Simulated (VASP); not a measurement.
Set up this calculation in VASP 6.6.1, as the native input.

* Task: single point
* Functional: PBEsol
* Potentials or basis: VASP PAW PBE potentials, release 64 (Tl_d)
* Cutoff: 520 eV
* k mesh: 9 × 9 × 5
* Occupations: fermi-dirac, width 0.05 eV
* Spin: no spin polarisation
* Dipole correction: no
* Further INCAR settings: ALGO = Fast; EDIFF = 1e-06; NBANDS = 20

The structure of Tl lies in POSCAR:

```
Tl
1.0
    3.4560000000      0.0000000000      0.0000000000
   -1.7280000000      2.9929837955      0.0000000000
    0.0000000000      0.0000000000      5.5250000000
Tl
2
Direct
    0.6674960000      0.3196380000      0.7412520000
    0.3290320000      0.6627540000      0.2428710000
```

This cell differs from its parent crystal: atoms moved at random.

These files were run (other wordings do the same):

INCAR

```
PREC     = Accurate       # precision mode
ENCUT    = 520            # plane-wave cutoff, eV
EDIFF    = 1E-6           # SCF threshold, eV
ISMEAR   = -1             # smearing method
SIGMA    = 0.05           # smearing width, eV
LREAL    = F              # projectors in reciprocal space
LASPH    = T              # aspherical terms in the spheres
NELM     = 60             # most SCF steps
ALGO     = Fast           # electronic algorithm
ISIF     = 2              # what is computed and relaxed
LWAVE    = F              # write WAVECAR
LCHARG   = T              # write CHGCAR
GGA      = PS             # functional
LELF     = T              # ELF
LVHAR    = T            
NBANDS   = 20             # bands
```

KPOINTS

```
regular mesh
0
Gamma
  9 9 5
```

Potentials or basis: VASP PAW PBE potentials, release 64 (Tl_d).

The run is started by

```bash
$ cat potpaw_PBE.64/Tl_d/POTCAR > POTCAR
$ mpirun -np 1 vasp_std > vasp.out
```

It gave:

```
Pressure               : 0.2 GPa
Largest force          : 0.027 eV/Å
Band gap on the k mesh : zero (bands 13 and 14 overlap by 3.73 eV)
```

Caveat: the cell differs from its parent crystal (atoms moved at random); the PAW data sets were made with another functional, which shifts forces and pressure a little; spin-orbit coupling is left out, which moves the levels of the heavy elements.

Wall time 2.2 min on 1 thread of Intel(R) Xeon(R) Platinum 8259CL CPU @ 2.50GHz (Skylake/Cascade Lake), on a shared host, peak memory 0.31 GiB.
